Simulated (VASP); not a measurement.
# Ta5As4 in VASP: further runs

Runs on Ta5As4. Level: PBE. Tasks: single point, molecular dynamics.

Program: VASP 6.6.1. These are calculated values, not measurements. Logs are shortened: lines on timing, memory, paths and dates and some standing lists are left out, and cuts for length are marked.

## Step 1: The cell of the first run

The cell holds an amorphous packing of atoms, 9 atoms: a = 6.409 Å, b = 5.626 Å, c = 5.062 Å, α = 95.93°, β = 81.40°, γ = 106.00°.

## Step 2: Single point, PBE

The input, INCAR:

```
  PREC = Accurate
  ENCUT = 520
  EDIFF = 1E-7
  ISMEAR = -1
  SIGMA = 0.1
  LREAL = False
  LASPH = True
  NELM = 100
  ALGO = Normal
  ISIF = 2
  LWAVE = False
  LCHARG = True
  GGA = PE
  LELF = True
  LVHAR = True
  NBANDS = 48
```

The input, KPOINTS:

```
regular mesh
0
Gamma
  3 3 3
```

The input, POSCAR:

```
Ta5As4
1.0
    6.2733350000     -1.2801220000      0.2846130000
   -0.4629810000      5.5904080000      0.4313440000
    0.3684850000     -0.8796580000      4.9717910000
Ta As
5 4
Direct
    0.8011888785      0.6009435862      0.8700441791
    0.6788540777      0.0632498581      0.8596209812
    0.2091517048     -0.0015653595      0.7958005303
    0.4510569128      0.5987852185      0.5551950852
    0.9440338273      0.8824244090      0.3541183099
    0.1668420165      0.3765314907      0.1421660713
    0.5942254811      0.1522636545      0.3835886684
    0.0460395224      0.3147223785      0.6036178801
    0.3353786284      0.8071086241      0.1708413367
```

Potentials or basis: VASP PAW PBE potentials, release 64 (Ta_pv, As).

On the command line:

```
cat potpaw_PBE.64/Ta_pv/POTCAR potpaw_PBE.64/As/POTCAR > POTCAR
mpirun -np 1 vasp_std > vasp.out
```

OUTCAR:

```text
PREC = Accurate
   ENCUT = 520
   EDIFF = 1E-7
   ISMEAR = -1
   LREAL = False
   LASPH = True
   NELM = 100
   ISIF = 2
   GGA = PE

 ion  position               nearest neighbor table
   1  0.801  0.601  0.870-   8 2.68   5 2.90   2 2.91   2 2.92   4 2.94   3 2.94   5 3.08
   2  0.679  0.063  0.860-   8 2.62   7 2.65   9 2.66   7 2.67   1 2.91   1 2.92   3 2.99   4 3.01
                             5 3.10   3 3.48   5 3.60
   3  0.209  0.998  0.796-   9 2.60   8 2.63   6 2.66   5 2.92   1 2.94   7 2.97   2 2.99   5 3.10
                             4 3.12   2 3.48   4 3.56
   4  0.451  0.599  0.555-   8 2.64   9 2.66   7 2.91   6 2.93   1 2.94   2 3.01   3 3.12   7 3.17
                             5 3.19   3 3.56
   5  0.944  0.882  0.354-   8 2.58   9 2.67   1 2.90   3 2.92   6 2.98   7 3.01   1 3.08   2 3.10
                             3 3.10   4 3.19   2 3.60
   6  0.167  0.377  0.142-   9 2.36   8 2.38   3 2.66   8 2.91   4 2.93   5 2.98
   7  0.594  0.152  0.384-   9 2.45   2 2.65   2 2.67   4 2.91   3 2.97   5 3.01   4 3.17
   8  0.046  0.315  0.604-   6 2.38   5 2.58   2 2.62   3 2.63   4 2.64   1 2.68   6 2.91
   9  0.335  0.807  0.171-   6 2.36   7 2.45   3 2.60   2 2.66   4 2.66   5 2.67

  LATTYP: Found a triclinic cell.
 ALAT       =     7.5496531405
 B/A-ratio  =     0.8489045742
 C/A-ratio  =     1.4653740532
 COS(alpha) =     0.0032805846
 COS(beta)  =     0.5812276456
 COS(gamma) =     0.7486108468

  Lattice vectors:

 A1 = (   5.9048500000,  -0.4004640000,  -4.6871780000)
 A2 = (   6.2733350000,  -1.2801220000,   0.2846130000)
 A3 = (  -0.2739890000,  -3.8310920000, -10.3749260000)

Analysis of symmetry for initial positions (statically):
=====================================================================
 Subroutine PRICEL returns:
 Original cell was already a primitive cell.

 Routine SETGRP: Setting up the symmetry group for a
 triclinic supercell.

 Subroutine GETGRP returns: Found  1 space group operations
 (whereof  1 operations were pure point group operations)
 out of a pool of  2 trial point group operations.

The static configuration has the point symmetry C_1 .

Analysis of symmetry for dynamics (positions and initial velocities):
=====================================================================
 Subroutine PRICEL returns:
 Original cell was already a primitive cell.

 Routine SETGRP: Setting up the symmetry group for a
 triclinic supercell.

 Subroutine GETGRP returns: Found  1 space group operations
 (whereof  1 operations were pure point group operations)
 out of a pool of  2 trial point group operations.

The dynamic configuration has the point symmetry C_1 .

 Subroutine INISYM returns: Found  1 space group operations
 (whereof  1 operations are pure point group operations),
 and found     1 'primitive' translations

----------------------------------------------------------------------------------------

                                     Primitive cell

  volume of cell :     173.1230

  direct lattice vectors                    reciprocal lattice vectors
     6.273335000 -1.280122000  0.284613000     0.162738454  0.014214102 -0.009546485
    -0.462981000  5.590408000  0.431344000     0.035316715  0.179553429  0.029150849
     0.368485000 -0.879658000  4.971791000    -0.012380072 -0.016391440  0.199152179

  length of vectors
     6.408935084  5.626106172  5.062438655     0.163636733  0.185301042  0.200208731

  position of ions in fractional coordinates (direct lattice)
     0.801188878  0.600943586  0.870044179
     0.678854078  0.063249858  0.859620981
     0.209151705  0.998434641  0.795800530
     0.451056913  0.598785218  0.555195085
     0.944033827  0.882424409  0.354118310
     0.166842016  0.376531491  0.142166071
     0.594225481  0.152263654  0.383588668
     0.046039522  0.314722379  0.603617880
     0.335378628  0.807108624  0.170841337

  ion indices of the primitive-cell ions
   primitive index   ion index
                 1           1
                 2           2
                 3           3
                 4           4
                 5           5
                 6           6
                 7           7
                 8           8
                 9           9

----------------------------------------------------------------------------------------

 KPOINTS: regular mesh

Automatic generation of k-mesh.
 Grid dimensions read from file:
 generate k-points for:    3    3    3

 Generating k-lattice:

  Cartesian coordinates                     Fractional coordinates (reciprocal lattice)
     0.054246151  0.004738034 -0.003182162     0.333333333 -0.000000000  0.000000000
     0.011772238  0.059851143  0.009716950    -0.000000000  0.333333333 -0.000000000
    -0.004126691 -0.005463813  0.066384060     0.000000000 -0.000000000  0.333333333

  Length of vectors
     0.054545578  0.061767014  0.066736244

  Shift w.r.t. Gamma in fractional coordinates (k-lattice)
     0.000000000  0.000000000  0.000000000

 Subroutine IBZKPT returns following result:
 ===========================================

 Found     14 irreducible k-points:

 Following reciprocal coordinates:
            Coordinates               Weight
  0.000000  0.000000  0.000000      1.000000
  0.333333  0.000000  0.000000      2.000000
  0.000000  0.333333  0.000000      2.000000
  0.333333  0.333333  0.000000      2.000000
 -0.333333  0.333333  0.000000      2.000000
 -0.000000 -0.000000  0.333333      2.000000
  0.333333 -0.000000  0.333333      2.000000
 -0.333333 -0.000000  0.333333      2.000000
  0.000000  0.333333  0.333333      2.000000
  0.333333  0.333333  0.333333      2.000000
 -0.333333  0.333333  0.333333      2.000000
 -0.000000 -0.333333  0.333333      2.000000
  0.333333 -0.333333  0.333333      2.000000
 -0.333333 -0.333333  0.333333      2.000000
   k-points           NKPTS =     14   k-points in BZ     NKDIM =     14   number of bands    NBANDS=     48
   number of dos      NEDOS =    301   number of ions     NIONS =      9
   total plane-waves  NPLWV =  80640
   dimension x,y,z NGX =    48 NGY =   42 NGZ =   40
   dimension x,y,z NGXF=    96 NGYF=   84 NGZF=   80
   ions per type =               5   4
   NGX,Y,Z   is equivalent  to a cutoff of  12.45, 12.41, 13.14 a.u.
   NGXF,Y,Z  is equivalent  to a cutoff of  24.90, 24.82, 26.27 a.u.
 SYSTEM =  unknown system
   PREC   = accura    normal or accurate (medium, high low for compatibility)
   ISTART =      0    job   : 0-new  1-cont  2-samecut
   ICHARG =      2    charge: 1-file 2-atom 10-const
   ISPIN  =      1    spin polarized calculation?
   LNONCOLLINEAR =      F non collinear calculations
   LSORBIT =      F    spin-orbit coupling
   LASPH  =      T    aspherical Exc in radial PAW
   ENCUT  =  520.0 eV  38.22 Ry    6.18 a.u.  11.92 10.46  9.41*2*pi/ulx,y,z
   NELM   =    100;   NELMIN=  2; NELMDL= -5     # of ELM steps
   EDIFF  = 0.1E-06   stopping-criterion for ELM
   LREAL  =      F    real-space projection
   EDIFFG = 0.1E-05   stopping-criterion for IOM
   NSW    =      0    number of steps for IOM
   IBRION =     -1    ionic relax: 0-MD 1-quasi-New 2-CG
   NFREE  =      0    steps in history (QN), initial steepest desc. (CG)
   ISIF   =      2    stress and relaxation
   ISYM   =      2    0-nonsym 1-usesym 2-fastsym
   POTIM  = 0.5000    time-step for ionic-motion
   TEBEG  =    0.0;   TEEND  =   0.0 temperature during run
   PSTRESS=    0.0 pullay stress
   NELECT =      75.0000    total number of electrons
   NUPDOWN=      -1.0000    fix difference up-down
   EMIN   =  10.00;   EMAX   =-10.00  energy-range for DOS
   EFERMI =   0.00;   METHOD = LEGACY
   ISMEAR =    -1;   SIGMA  =   0.10  broadening in eV -4-tet -1-fermi 0-gaus
   EFERMI_NEDOS =   21; number of points for ismear=-14 and -15
   IALGO  =     38    algorithm
   IMIX   =      4    mixing-type and parameters
     AMIX     =   0.40;   BMIX     =  1.00
     AMIX_MAG =   1.60;   BMIX_MAG =  1.00
  volume/ion in A,a.u.               =      19.24       129.81
  Fermi-wavevector in a.u.,A,eV,Ry     =   1.238731  2.340862 20.877517  1.534454
  Thomas-Fermi vector in A             =   2.373244
   LORBIT       =      0    0 simple, 1 ext, 2 COOP (PROOUT), +10 PAW based schemes
   GGA     = PE    functional components
   LHFCALC =     F    Hartree Fock is set to
   AEXX    =    0.0000 exact exchange contribution
   IVDW    =     0    specifies the selected vdW correction
   LEPSILON=     F    determine dielectric tensor
   LRPA    =     F    only Hartree local field effects (RPA)
 non-spin polarized calculation
  energy-cutoff  :      520.00
  volume of cell :      173.12
 maximum number of plane-waves:      4678
   NGX = 23   NGY = 21   NGZ = 19

 number of electron      75.0000004 magnetization

 Free energy of the ion-electron system (eV)
  ---------------------------------------------------
  ext. energy  EPLUGINS =         0.00000000
  ---------------------------------------------------
  free energy    TOTEN  =       -74.40046700 eV

  energy without entropy =      -74.15368957  energy(sigma->0) =      -74.27707829

 E-fermi :   6.0732     XC(G=0): -11.4846

 val. band max:        6.0487520657   @ k =  -0.3333   0.3333   0.3333
 cond. band min:       6.0756657776   @ k =   0.0000   0.3333   0.3333
 fundamental gap:      0.0269137119
 Fermi energy:         6.0731823334

 k-point     1 :       0.0000    0.0000    0.0000
  band No.  band energies     occupation
      1     -28.9806      2.00000
      2     -28.9300      2.00000
      3     -28.8830      2.00000
      4     -28.8270      2.00000
      5     -28.7508      2.00000
      6     -28.7079      2.00000
[... 40 lines left out ...]
     47       8.6317      0.00000
     48       8.7643      0.00000
[... 661 lines left out ...]
     47       8.3431      0.00000
     48       8.7057      0.00000

------------------------ aborting loop because EDIFF is reached ----------------------------------------

  FORCE on cell =-STRESS in cart. coord.  units (eV):
  Direction    XX          YY          ZZ          XY          YZ          ZX
  --------------------------------------------------------------------------------------
  -------------------------------------------------------------------------------------
  Total       -0.9392366      1.3320637     -0.4431641      6.4954174      2.5645435      4.2113004
  in kB       -8.6922199     12.3276621     -4.1012879     60.1122228     23.7337188     38.9737273
  external PRESSURE =      -0.1552819 kB  Pullay stress =       0.0000000 kB

 VOLUME and BASIS-vectors are now :
 -----------------------------------------------------------------------------
  energy-cutoff  :      520.00
  volume of cell :      173.12
      direct lattice vectors                 reciprocal lattice vectors
     6.273335000 -1.280122000  0.284613000     0.162738454  0.014214102 -0.009546485
    -0.462981000  5.590408000  0.431344000     0.035316715  0.179553429  0.029150849
     0.368485000 -0.879658000  4.971791000    -0.012380072 -0.016391440  0.199152179

 POSITION                                       TOTAL-FORCE (eV/Angst)
 -----------------------------------------------------------------------------------
      5.06850      1.56856      4.81292        -0.370697      1.047436      0.152671
      4.54615     -1.27160      4.49435         0.352855     -1.301147      0.162855
      1.14306      4.61389      4.44675        -0.041787      0.073231     -0.792026
      2.75699      2.28166      3.14697         1.342725     -0.185555     -0.002820
      5.64418      3.41313      2.40992        -1.277677     -0.404545     -0.737473
      0.92472      1.76633      0.91672        -0.886069     -1.937761     -1.349894
      3.79863     -0.24689      2.14192         0.799940      1.147905      1.189545
      0.36554      1.16951      3.14992         0.061110      0.422164      1.042449
      1.79322      3.93246      1.29298         0.019600      1.138272      0.334693
 -----------------------------------------------------------------------------------
    total drift:                               -0.000315     -0.000022     -0.000648

  FREE ENERGIE OF THE ION-ELECTRON SYSTEM (eV)
  ---------------------------------------------------
  free  energy   TOTEN  =       -74.4004670036 eV

  energy  without entropy=      -74.1536895668  energy(sigma->0) =      -74.27707829
```

It took 99 s on 1 thread of Intel Xeon 6975P-C (Granite Rapids), shared host; peak memory 0.31 GiB.

Results:

- Free energy: -74.4005 eV
- Pressure: 0.0 GPa
- Largest force: 2.522 eV/Å

Forces in eV/Å, atoms in the order of the input:
```
Ta  -0.371  1.047  0.153
Ta   0.353 -1.301  0.163
Ta  -0.042  0.073 -0.792
Ta   1.343 -0.186 -0.003
Ta  -1.278 -0.405 -0.737
As  -0.886 -1.938 -1.350
As   0.800  1.148  1.190
As   0.061  0.422  1.042
As   0.020  1.138  0.335
```

Stress tensor (GPa, compression positive):
```
-0.87  6.01  3.90
 6.01  1.23  2.37
 3.90  2.37 -0.41
```

Caveat: the k points lie up to 0.42 Å⁻¹ apart; spin-orbit coupling is left out, which moves the levels of the heavy elements.

## Step 3: Single point, PBE

The input, INCAR:

```
PREC = Accurate ; ENCUT = 520
EDIFF = 1E-7 ; ISMEAR = -1
SIGMA = 0.1 ; LREAL = F
LASPH = T ; NELM = 100
ALGO = Normal ; ISIF = 2
LWAVE = F ; LCHARG = F
GGA = PE ; NBANDS = 48
```

The input, KPOINTS:

```
Automatic mesh
0
Gamma
  3 3 3
```

The input, POSCAR:

```
Ta5As4
1.0
    6.2733350000     -1.2801220000      0.2846130000
   -0.4629810000      5.5904080000      0.4313440000
    0.3684850000     -0.8796580000      4.9717910000
Ta As
5 4
Direct
    0.7991041702      0.6031441375      0.8752435410
    0.6858695547      0.0673832469      0.8626638266
    0.2073536063     -0.0071346843      0.7928277700
    0.4517513779      0.5962448062      0.5546176550
    0.9420880923      0.8838640633      0.3536590780
    0.1629760949      0.3733947214      0.1296851199
    0.5915355831      0.1535840567      0.3882427322
    0.0472356719      0.3091421962      0.6029031555
    0.3361937843      0.8153166929      0.1691599496
```

Potentials or basis: VASP PAW PBE potentials, release 64 (Ta_pv, As).

On the command line:

```
cat potpaw_PBE.64/Ta_pv/POTCAR potpaw_PBE.64/As/POTCAR > POTCAR
mpirun -np 1 vasp_std > vasp.out
```

It took 1.8 min on 1 thread of Intel Xeon 6975P-C (Granite Rapids), shared host; peak memory 0.31 GiB.

The run converged. Its results:

```yaml
Free_energy: -74.5747 eV
Pressure: -0.3 GPa
Largest_force: 1.927 eV/Å
```

Forces on the atoms (eV/Å):
```
Ta  -0.343  0.881 -0.042
Ta   0.109 -1.437  0.294
Ta   0.109  0.036 -0.903
Ta   1.239 -0.080 -0.086
Ta  -1.327 -0.420 -0.850
As  -0.836 -1.539 -0.805
As   0.881  1.169  1.207
As   0.213  1.014  0.672
As  -0.045  0.376  0.515
```

Stress tensor (GPa, compression positive):
```
-0.91  6.07  4.30
 6.07  0.67  2.81
 4.30  2.81 -0.75
```

Levels at points of the mesh, in eV from the Fermi level:
| k point | band 36 | band 37 | band 38 | band 39 | band 40 | band 41 |
| --- | --- | --- | --- | --- | --- | --- |
| (0.00, 0.00, 0.00) | -0.50 | -0.30 | 0.09 | 0.45 | 0.75 | 1.19 |

Caveat: the k points lie up to 0.42 Å⁻¹ apart; spin-orbit coupling is left out, which moves the levels of the heavy elements.

## Step 4: Single point, PBE

The input, INCAR:

```
SYSTEM = Ta5As4
  PREC = Accurate
  ENCUT = 520
  EDIFF = 1E-7
  ISMEAR = -1
  SIGMA = 0.1
  LREAL = .False.
  LASPH = .True.
  NELM = 100
  ALGO = Normal
  ISIF = 2
  LWAVE = .False.
  LCHARG = .False.
  GGA = PE
  NBANDS = 48
```

The input, KPOINTS:

```
regular mesh
0
Gamma
  3 3 3
  0 0 0
```

The input, POSCAR:

```
Ta5As4
1.0
    6.2733350000     -1.2801220000      0.2846130000
   -0.4629810000      5.5904080000      0.4313440000
    0.3684850000     -0.8796580000      4.9717910000
Ta As
5 4
Direct
    0.7971172892      0.6057029680      0.8796183741
    0.6918704938      0.0697899272      0.8656472480
    0.2059358366     -0.0119668834      0.7894434475
    0.4532769795      0.5941829805      0.5539658074
    0.9394374409      0.8844420318      0.3525952977
    0.1579684047      0.3669926630      0.1176137644
    0.5908435853      0.1577378671      0.3945557953
    0.0487306958      0.3066070067      0.6035584597
    0.3368454197      0.8233614259      0.1688088666
```

On the command line:

```
cat potpaw_PBE.64/Ta_pv/POTCAR potpaw_PBE.64/As/POTCAR > POTCAR
mpirun -np 1 vasp_std > vasp.out
```

Run time: 1.9 min. Hardware: 1 thread of Intel Xeon 6975P-C (Granite Rapids), shared host; peak memory 0.31 GiB.

Results (log left out):

| Property | Result |
| --- | --- |
| Free energy | -74.7735 eV |
| Pressure | -0.6 GPa |
| Largest force | 1.761 eV/Å |

Forces on the atoms (eV/Å):
```
Ta  -0.372  0.702 -0.215
Ta  -0.066 -1.531  0.477
Ta   0.219 -0.049 -1.033
Ta   1.198  0.013 -0.142
Ta  -1.320 -0.298 -0.854
As  -0.753 -1.079 -0.292
As   0.853  1.100  1.078
As   0.339  1.398  0.289
As  -0.097 -0.255  0.693
```

Stress tensor (GPa, compression positive):
```
-0.87  5.71  4.48
 5.71  0.14  3.04
 4.48  3.04 -0.93
```

Levels at points of the mesh, in eV from the Fermi level:
```tsv
k point	band 35	band 36	band 37	band 38	band 39	band 40	band 41	band 42
(0.00, 0.00, 0.00)	-0.73	-0.52	-0.31	0.07	0.47	0.75	1.22	1.33
```

Caveat: the k points lie up to 0.42 Å⁻¹ apart; spin-orbit coupling is left out, which moves the levels of the heavy elements.

## Step 5: Molecular dynamics, PBE

The input, INCAR:

```
PREC     = Accurate       # precision mode
ENCUT    = 520            # plane-wave cutoff, eV
EDIFF    = 1E-5           # SCF threshold, eV
ISMEAR   = -1             # smearing method
SIGMA    = 0.1            # smearing width, eV
LREAL    = F              # projectors in reciprocal space
LASPH    = T              # aspherical terms in the spheres
NELM     = 100            # most SCF steps
ALGO     = Normal         # electronic algorithm
ISIF     = 2              # what is computed and relaxed
LWAVE    = F              # write WAVECAR
LCHARG   = F              # write CHGCAR
GGA      = PE             # functional
NBANDS   = 48             # bands
IBRION   = 0              # ionic algorithm
NSW      = 20             # ionic steps
POTIM    = 1.5            # step
TEBEG    = 600.0        
TEEND    = 600.0        
ISYM     = 0            
NELMIN   = 4            
RANDOM_SEED= 611211 0 0   
MDALGO   = 1            
ANDERSEN_PROB= 0.0
```

The input, KPOINTS:

```
regular mesh
0
Gamma
  3 3 3
```

The input, POSCAR:

```
Ta5As4
1.0
    6.2733350000     -1.2801220000      0.2846130000
   -0.4629810000      5.5904080000      0.4313440000
    0.3684850000     -0.8796580000      4.9717910000
Ta As
5 4
Direct
    0.8029980000      0.5997790000      0.8649470000
    0.6720600000      0.0578520000      0.8568840000
    0.2109650000      0.0039490000      0.7978490000
    0.4516060000      0.6013950000      0.5556610000
    0.9447850000      0.8802060000      0.3538530000
    0.1684950000      0.3739240000      0.1516420000
    0.5987620000      0.1546480000      0.3818230000
    0.0449800000      0.3218010000      0.6069920000
    0.3347680000      0.8018390000      0.1732460000
```

On the command line:

```
cat potpaw_PBE.64/Ta_pv/POTCAR potpaw_PBE.64/As/POTCAR > POTCAR
mpirun -np 1 vasp_std > vasp.out
```

It took 9.4 min on 1 thread of Intel Xeon 6975P-C (Granite Rapids), shared host; peak memory 0.43 GiB.

Step by step:
```csv
step,potential energy change (eV),largest force (eV/Å),pressure (GPa),volume (Å³),temperature (K)
1,0.0000,2.6536,0.22,173.12,611
2,-0.0241,2.6079,0.14,173.12,634
3,-0.0500,2.5506,0.06,173.12,659
4,-0.0773,2.4800,-0.02,173.12,685
5,-0.1057,2.3972,-0.09,173.12,713
6,-0.1350,2.3024,-0.16,173.12,741
7,-0.1647,2.1970,-0.23,173.12,770
8,-0.1946,2.0811,-0.29,173.12,799
9,-0.2243,1.9575,-0.34,173.12,827
10,-0.2534,1.8256,-0.39,173.12,856
11,-0.2818,1.6895,-0.42,173.12,883
12,-0.3090,1.5487,-0.45,173.12,909
13,-0.3350,1.4123,-0.46,173.12,935
14,-0.3596,1.4240,-0.47,173.12,958
15,-0.3825,1.4980,-0.46,173.12,980
16,-0.4038,1.5693,-0.45,173.12,1001
17,-0.4235,1.6357,-0.42,173.12,1020
18,-0.4415,1.6972,-0.39,173.12,1037
19,-0.4579,1.7520,-0.34,173.12,1053
20,-0.4729,1.8006,-0.30,173.12,1068
```

Caveat: the k points lie up to 0.42 Å⁻¹ apart; spin-orbit coupling is left out, which moves the levels of the heavy elements.
